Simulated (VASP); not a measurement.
# HW12C12 in VASP: a series of runs

The runs below take HW12C12 through single point, with PBE.

All numbers are computed with VASP 6.6.1; they aren't measurements. Logs are shortened: lines on timing, memory, paths and dates and some standing lists are left out, and cuts for length are marked.

## Step 1: The cell of the first run

The cell holds a slab with vacuum, 25 atoms: a = 5.764 Å, b = 5.764 Å, c = 19.060 Å, α = 90.00°, β = 90.00°, γ = 120.00°.

## Step 2: Single point, PBE

Contents of INCAR:

```
ALGO = Normal ; EDIFF = 1E-6
ENCUT = 520 ; GGA = PE
ISIF = 2 ; ISMEAR = -1
LASPH = True ; LCHARG = False
LREAL = Auto ; LWAVE = False
NBANDS = 126 ; NELM = 60
PREC = Accurate ; SIGMA = 0.15
```

Contents of KPOINTS:

```
k-points
0
Gamma
  3 3 1
```

Contents of POSCAR:

```
HW12C12
1.0
    5.7641400000      0.0000000000      0.0000000000
   -2.8820700000      4.9918920000      0.0000000000
    0.0000000000      0.0000000000     19.0596750000
W C H
12 12 1
Direct
    0.0000000000      0.0000000000      0.0524667918
   -0.0004807565     -0.0011696968      0.2017239014
    0.0034475591     -0.0060868705      0.3528661953
    0.0000000000      0.5000000000      0.0524667918
   -0.0005612675      0.4986682404      0.2021653045
   -0.0011770354      0.4910440771      0.3558775792
    0.5000000000      0.0000000000      0.0524667918
    0.4993921121     -0.0013660151      0.2018883848
    0.4985740910     -0.0056928315      0.3540747678
    0.5000000000      0.5000000000      0.0524667918
    0.4995140570      0.4993122848      0.2018336094
    0.5007149981      0.4975664538      0.3549531668
    0.3333333333      0.1666666667      0.1265464915
    0.3328301278      0.1651113446      0.2739136423
    0.3359384993      0.1604990653      0.4126791774
    0.3333333333      0.6666666667      0.1265464915
    0.3313791209      0.6645524382      0.2747671196
    0.3334685037      0.6623316370      0.4140212254
    0.8333333333      0.1666666667      0.1265464915
    0.8330316303      0.1643304783      0.2749690118
    0.8292085143      0.1489196882      0.4177182455
    0.8333333333      0.6666666667      0.1265464915
    0.8330734881      0.6643687403      0.2745621318
    0.8347854644      0.6587023517      0.4136956690
   -0.1478494426      0.0095050133      0.4551390304
```

Potentials or basis: VASP PAW PBE potentials, release 64 (W_sv, C, H).

Command:

```
$ cat potpaw_PBE.64/W_sv/POTCAR potpaw_PBE.64/C/POTCAR potpaw_PBE.64/H/POTCAR > POTCAR
$ mpirun -np 1 vasp_std > vasp.out
```

OUTCAR:

```text
EDIFF = 1E-6
   ENCUT = 520
   GGA = PE
   ISIF = 2
   ISMEAR = -1
   LASPH = True
   LREAL = Auto
   NELM = 60
   PREC = Accurate

 ion  position               nearest neighbor table
   1  0.000  0.000  0.052-  13 2.18  19 2.18  22 2.18   2 2.84   7 2.88   7 2.88   4 2.88   4 2.88
                            10 2.88  10 2.88
   2  1.000  0.999  0.202-  14 2.16  20 2.17  23 2.17  22 2.19  13 2.20  19 2.20   1 2.84  11 2.88
                             3 2.88   5 2.88   8 2.88   8 2.88   5 2.88  11 2.88
   3  0.003  0.994  0.353-  15 2.01  24 2.04  21 2.06  25 2.16  23 2.22  14 2.23  20 2.26   9 2.85
                             6 2.88  12 2.88   2 2.88  12 2.89   6 2.89   9 2.91
   4  0.000  0.500  0.052-  16 2.18  22 2.18  19 2.18   5 2.85  10 2.88  10 2.88   7 2.88   1 2.88
                             1 2.88   7 2.88
   5  0.999  0.499  0.202-  23 2.16  17 2.16  20 2.17  19 2.20  16 2.20  22 2.20   4 2.85  11 2.88
                             2 2.88   8 2.88   8 2.88   2 2.88  11 2.88   6 2.93
   6  0.999  0.491  0.356-  24 1.99  18 2.00  21 2.08  20 2.24  17 2.27  23 2.30   9 2.87  12 2.87
                             3 2.88   3 2.89  12 2.89   9 2.89   5 2.93
   7  0.500  0.000  0.052-  19 2.18  13 2.18  16 2.18   8 2.85   1 2.88   1 2.88   4 2.88  10 2.88
                            10 2.88   4 2.88
   8  0.499  0.999  0.202-  14 2.16  17 2.17  20 2.17  16 2.19  19 2.20  13 2.20   7 2.85  11 2.88
                             5 2.88   2 2.88   2 2.88   5 2.88  11 2.89   9 2.90
   9  0.499  0.994  0.354-  15 1.99  18 2.01  21 2.05  17 2.23  20 2.25  14 2.27   3 2.85  12 2.87
                             6 2.87   6 2.89  12 2.89   8 2.90   3 2.91
  10  0.500  0.500  0.052-  22 2.18  16 2.18  13 2.18  11 2.85   4 2.88   4 2.88   7 2.88   7 2.88
                             1 2.88   1 2.88
  11  0.500  0.499  0.202-  14 2.16  23 2.17  17 2.17  13 2.19  16 2.20  22 2.20  10 2.85   8 2.88
                             5 2.88   2 2.88   2 2.88   5 2.88   8 2.89  12 2.92
  12  0.501  0.498  0.355-  18 2.00  24 2.01  15 2.01  23 2.26  14 2.27  17 2.27   9 2.87   6 2.87
                             3 2.88   3 2.89   6 2.89   9 2.89  11 2.92
  13  0.333  0.167  0.127-   1 2.18   7 2.18  10 2.18  11 2.19   2 2.20   8 2.20
  14  0.333  0.165  0.274-   8 2.16   2 2.16  11 2.16   3 2.23  12 2.27   9 2.27
  15  0.336  0.160  0.413-   9 1.99  12 2.01   3 2.01
  16  0.333  0.667  0.127-   4 2.18  10 2.18   7 2.18   8 2.19  11 2.20   5 2.20
  17  0.331  0.665  0.275-   5 2.16  11 2.17   8 2.17   9 2.23   6 2.27  12 2.27
  18  0.333  0.662  0.414-  12 2.00   6 2.00   9 2.01
  19  0.833  0.167  0.127-   7 2.18   1 2.18   4 2.18   5 2.20   2 2.20   8 2.20
  20  0.833  0.164  0.275-   2 2.17   5 2.17   8 2.17   6 2.24   9 2.25   3 2.26
  21  0.829  0.149  0.418-  25 1.13   9 2.05   3 2.06   6 2.08
  22  0.833  0.667  0.127-  10 2.18   4 2.18   1 2.18   2 2.19  11 2.20   5 2.20
  23  0.833  0.664  0.275-   5 2.16  11 2.17   2 2.17   3 2.22  12 2.26   6 2.30
  24  0.835  0.659  0.414-   6 1.99  12 2.01   3 2.04
  25  0.852  0.010  0.455-  21 1.13   3 2.16

  LATTYP: Found a hexagonal cell.
 ALAT       =     5.7641400000
 C/A-ratio  =     3.3065947392

  Lattice vectors:

 A1 = (   5.7641400000,   0.0000000000,   0.0000000000)
 A2 = (  -2.8820700000,   4.9918920000,   0.0000000000)
 A3 = (   0.0000000000,   0.0000000000,  19.0596750000)

Analysis of symmetry for initial positions (statically):
=====================================================================
 Subroutine PRICEL returns:
 Original cell was already a primitive cell.

 Routine SETGRP: Setting up the symmetry group for a
 hexagonal supercell.

 Subroutine GETGRP returns: Found  1 space group operations
 (whereof  1 operations were pure point group operations)
 out of a pool of 24 trial point group operations.

The static configuration has the point symmetry C_1 .

Analysis of symmetry for dynamics (positions and initial velocities):
=====================================================================
 Subroutine PRICEL returns:
 Original cell was already a primitive cell.

 Routine SETGRP: Setting up the symmetry group for a
 hexagonal supercell.

 Subroutine GETGRP returns: Found  1 space group operations
 (whereof  1 operations were pure point group operations)
 out of a pool of 24 trial point group operations.

The dynamic configuration has the point symmetry C_1 .

 Subroutine INISYM returns: Found  1 space group operations
 (whereof  1 operations are pure point group operations),
 and found     1 'primitive' translations

----------------------------------------------------------------------------------------

                                     Primitive cell

  volume of cell :     548.4224

  direct lattice vectors                    reciprocal lattice vectors
     5.764140000  0.000000000  0.000000000     0.173486418  0.100162423  0.000000000
    -2.882070000  4.991892000  0.000000000     0.000000000  0.200324847  0.000000000
     0.000000000  0.000000000 19.059675000     0.000000000  0.000000000  0.052466792

  length of vectors
     5.764140000  5.764140285 19.059675000     0.200324857  0.200324847  0.052466792

  position of ions in fractional coordinates (direct lattice)
     0.000000000  0.000000000  0.052466792
     0.999519244  0.998830303  0.201723901
     0.003447559  0.993913130  0.352866195
     0.000000000  0.500000000  0.052466792
     0.999438733  0.498668240  0.202165304
     0.998822965  0.491044077  0.355877579
[... 17 lines left out ...]
     0.834785464  0.658702352  0.413695669
     0.852150557  0.009505013  0.455139030

  ion indices of the primitive-cell ions
   primitive index   ion index
                 1           1
                 2           2
                 3           3
                 4           4
                 5           5
                 6           6
[... 17 lines left out ...]
                24          24
                25          25

----------------------------------------------------------------------------------------

 KPOINTS: k-points

Automatic generation of k-mesh.
 Grid dimensions read from file:
 generate k-points for:    3    3    1

 Generating k-lattice:

  Cartesian coordinates                     Fractional coordinates (reciprocal lattice)
     0.057828806  0.033387474  0.000000000     0.333333333  0.000000000  0.000000000
     0.000000000  0.066774949  0.000000000     0.000000000  0.333333333  0.000000000
     0.000000000  0.000000000  0.052466792     0.000000000  0.000000000  1.000000000

  Length of vectors
     0.066774952  0.066774949  0.052466792

  Shift w.r.t. Gamma in fractional coordinates (k-lattice)
     0.000000000  0.000000000  0.000000000

 Subroutine IBZKPT returns following result:
 ===========================================

 Found      5 irreducible k-points:

 Following reciprocal coordinates:
            Coordinates               Weight
  0.000000  0.000000  0.000000      1.000000
  0.333333  0.000000  0.000000      2.000000
  0.000000  0.333333  0.000000      2.000000
 -0.333333  0.333333  0.000000      2.000000
  0.333333  0.333333  0.000000      2.000000
   k-points           NKPTS =      5   k-points in BZ     NKDIM =      5   number of bands    NBANDS=    126
   number of dos      NEDOS =    301   number of ions     NIONS =     25
   total plane-waves  NPLWV = 331776
   dimension x,y,z NGX =    48 NGY =   48 NGZ =  144
   dimension x,y,z NGXF=    96 NGYF=   96 NGZF=  288
   ions per type =              12  12   1
   NGX,Y,Z   is equivalent  to a cutoff of  13.84, 13.84, 12.56 a.u.
   NGXF,Y,Z  is equivalent  to a cutoff of  27.69, 27.69, 25.12 a.u.
 SYSTEM =  unknown system
   PREC   = accura    normal or accurate (medium, high low for compatibility)
   ISTART =      0    job   : 0-new  1-cont  2-samecut
   ICHARG =      2    charge: 1-file 2-atom 10-const
   ISPIN  =      1    spin polarized calculation?
   LNONCOLLINEAR =      F non collinear calculations
   LSORBIT =      F    spin-orbit coupling
   LASPH  =      T    aspherical Exc in radial PAW
   ENCUT  =  520.0 eV  38.22 Ry    6.18 a.u.  10.72 10.72 35.44*2*pi/ulx,y,z
   NELM   =     60;   NELMIN=  2; NELMDL= -5     # of ELM steps
   EDIFF  = 0.1E-05   stopping-criterion for ELM
   LREAL  =      T    real-space projection
   EDIFFG = 0.1E-04   stopping-criterion for IOM
   NSW    =      0    number of steps for IOM
   IBRION =     -1    ionic relax: 0-MD 1-quasi-New 2-CG
   NFREE  =      0    steps in history (QN), initial steepest desc. (CG)
   ISIF   =      2    stress and relaxation
   ISYM   =      2    0-nonsym 1-usesym 2-fastsym
   POTIM  = 0.5000    time-step for ionic-motion
   TEBEG  =    0.0;   TEEND  =   0.0 temperature during run
   PSTRESS=    0.0 pullay stress
   NELECT =     217.0000    total number of electrons
   NUPDOWN=      -1.0000    fix difference up-down
   EMIN   =  10.00;   EMAX   =-10.00  energy-range for DOS
   EFERMI =   0.00;   METHOD = LEGACY
   ISMEAR =    -1;   SIGMA  =   0.15  broadening in eV -4-tet -1-fermi 0-gaus
   EFERMI_NEDOS =   21; number of points for ismear=-14 and -15
   IALGO  =     38    algorithm
   IMIX   =      4    mixing-type and parameters
     AMIX     =   0.40;   BMIX     =  1.00
     AMIX_MAG =   1.60;   BMIX_MAG =  1.00
  volume/ion in A,a.u.               =      21.94       148.04
  Fermi-wavevector in a.u.,A,eV,Ry     =   1.201867  2.271199 19.653396  1.444484
  Thomas-Fermi vector in A             =   2.337664
   LORBIT       =      0    0 simple, 1 ext, 2 COOP (PROOUT), +10 PAW based schemes
   GGA     = PE    functional components
   LHFCALC =     F    Hartree Fock is set to
   AEXX    =    0.0000 exact exchange contribution
   IVDW    =     0    specifies the selected vdW correction
   LEPSILON=     F    determine dielectric tensor
   LRPA    =     F    only Hartree local field effects (RPA)
 non-spin polarized calculation
  energy-cutoff  :      520.00
  volume of cell :      548.42
 maximum number of plane-waves:     14819
 NGX is ok and might be reduce to    48
   NGX = 21   NGY = 21   NGZ = 71

 number of electron     216.9999982 magnetization

 Free energy of the ion-electron system (eV)
  ---------------------------------------------------
  ext. energy  EPLUGINS =         0.00000000
  ---------------------------------------------------
  free energy    TOTEN  =      -256.04209972 eV

  energy without entropy =     -255.60484058  energy(sigma->0) =     -255.82347015

 E-fermi :   2.2871     XC(G=0):  -7.3231

 val. band max:        2.2224995030   @ k =  -0.3333   0.3333   0.0000
 cond. band min:       2.5316754003   @ k =   0.0000   0.3333   0.0000
 fundamental gap:      0.3091758973
 Fermi energy:         2.2871194751

 k-point     1 :       0.0000    0.0000    0.0000
  band No.  band energies     occupation
      1     -71.8272      2.00000
      2     -71.7656      2.00000
      3     -71.7621      2.00000
      4     -71.7586      2.00000
      5     -71.7581      2.00000
      6     -71.6985      2.00000
[... 112 lines left out ...]
    119       4.8206      0.00000
    120       4.8714      0.00000

 k-point     2 :       0.3333    0.0000    0.0000
  band No.  band energies     occupation
      1     -71.8111      2.00000
      2     -71.7787      2.00000
      3     -71.7639      2.00000
      4     -71.7596      2.00000
      5     -71.7431      2.00000
      6     -71.7123      2.00000
[... 365 lines left out ...]
      3     -71.7831      2.00000
      4     -71.7535      2.00000
      5     -71.7216      2.00000
      6     -71.7194      2.00000
[... 112 lines left out ...]
    119       4.1627      0.00001
    120       4.2869      0.00000
 [bands above 120 left out]

------------------------ aborting loop because EDIFF is reached ----------------------------------------

  FORCE on cell =-STRESS in cart. coord.  units (eV):
  Direction    XX          YY          ZZ          XY          YZ          ZX
  --------------------------------------------------------------------------------------
  -------------------------------------------------------------------------------------
  Total       22.0722481     18.8077685     -0.1818711     -0.6242348      2.6734589     -1.4223608
  in kB       64.4825139     54.9455672     -0.5313236     -1.8236580      7.8103213     -4.1553266
  external PRESSURE =      39.6322525 kB  Pullay stress =       0.0000000 kB

 VOLUME and BASIS-vectors are now :
 -----------------------------------------------------------------------------
  energy-cutoff  :      520.00
  volume of cell :      548.42
      direct lattice vectors                 reciprocal lattice vectors
     5.764140000  0.000000000  0.000000000     0.173486418  0.100162423  0.000000000
    -2.882070000  4.991892000  0.000000000     0.000000000  0.200324847  0.000000000
     0.000000000  0.000000000 19.059675000     0.000000000  0.000000000  0.052466792

 POSITION                                       TOTAL-FORCE (eV/Angst)
 -----------------------------------------------------------------------------------
      0.00000      0.00000      1.00000        -0.006768     -0.010820      0.636208
      2.88267      4.98605      3.84479         0.009766     -0.013549     -0.013008
     -2.84465      4.96151      6.72552         0.054991     -0.097595     -0.057414
     -1.44104      2.49595      1.00000         0.001210     -0.019740      0.688593
      4.32371      2.48930      3.85321         0.014962     -0.012678     -0.010893
      4.34213      2.45124      6.78291         0.081939     -0.103072     -0.086515
[... 17 lines left out ...]
      2.91339      3.28817      7.88491         0.178547     -0.144011     -0.054344
      4.88452      0.04745      8.67480        -0.651832      1.035510      0.566350
 -----------------------------------------------------------------------------------
    total drift:                               -0.004545      0.012514      0.048771

  FREE ENERGIE OF THE ION-ELECTRON SYSTEM (eV)
  ---------------------------------------------------
  free  energy   TOTEN  =      -256.0420997240 eV

  energy  without entropy=     -255.6048405770  energy(sigma->0) =     -255.82347015
```

It took 22 min on 1 thread of Intel Xeon Platinum 8488C (Sapphire Rapids), shared host; peak memory 0.79 GiB.

Results:

```
Free energy            : -256.0421 eV
Largest force          : 1.348 eV/Å
Band gap on the k mesh : zero (an odd number of electrons rules out a gap without spin polarisation)
```

Forces in eV/Å, atoms in the order of the input:
```
W   -0.007 -0.011  0.636
W    0.010 -0.014 -0.013
W    0.055 -0.098 -0.057
W    0.001 -0.020  0.689
W    0.015 -0.013 -0.011
W    0.082 -0.103 -0.087
W    0.011 -0.009  0.647
W    0.011 -0.011 -0.009
W    0.027 -0.053 -0.078
W    0.010 -0.005  0.629
W    0.011 -0.009 -0.010
W    0.043 -0.042 -0.029
C    0.026 -0.004 -0.782
C    0.020 -0.011 -0.004
C    0.008 -0.121  0.085
C   -0.008 -0.059 -0.748
C    0.019 -0.006 -0.003
C    0.026 -0.053  0.083
C    0.008 -0.025 -0.761
C    0.017 -0.028 -0.017
C    0.058 -0.102  0.130
C    0.009 -0.076 -0.777
C    0.018 -0.020 -0.023
C    0.179 -0.144 -0.054
H   -0.652  1.036  0.566
```

Caveat: the k points lie up to 0.42 Å⁻¹ apart, too coarse for converged energies and pressures of a metal; spin-orbit coupling is left out, which moves the levels of the heavy elements.

(Part 1 of 2 ends here.)
